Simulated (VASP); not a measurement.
A run of VASP 6.6.1:

The input INCAR:

```
ALGO = Fast ; EDIFF = 1E-6
ENCUT = 520 ; GGA = PE
ISIF = 2 ; ISMEAR = -1
LASPH = True ; LCHARG = False
LREAL = False ; LWAVE = False
NBANDS = 34 ; NELM = 60
PREC = Accurate ; SIGMA = 0.05
```

KPOINTS

```
k-points
0
Gamma
  9 9 3
```

File POSCAR:

```
In
1.0
    3.3638438630      0.0000000000      0.0000000000
   -1.6819219315      2.9131742397      0.0000000000
    0.0000000000      0.0000000000     10.7997083600
In
4
Direct
    0.6666666667      0.3333333333      0.7500000000
    0.0000000000      0.0000000000      0.5000000000
    0.3333333333      0.6666666667      0.2500000000
    0.0000000000      0.0000000000      0.0000000000
```

Potentials or basis: VASP PAW PBE potentials, release 64 (In_d).

Run with:

```bash
$ cat potpaw_PBE.64/In_d/POTCAR > POTCAR
$ mpirun -np 1 vasp_std > vasp.out
```

Hardware: 1 thread of Intel Xeon 8259CL, on a shared host.

Problem. Estimate the wall time of this run.

Solution. Run time: 2.6 min on 1 thread of Intel Xeon 8259CL, on a shared host, peak memory 0.26 GiB. Counts: scf iterations 15, k points 24.
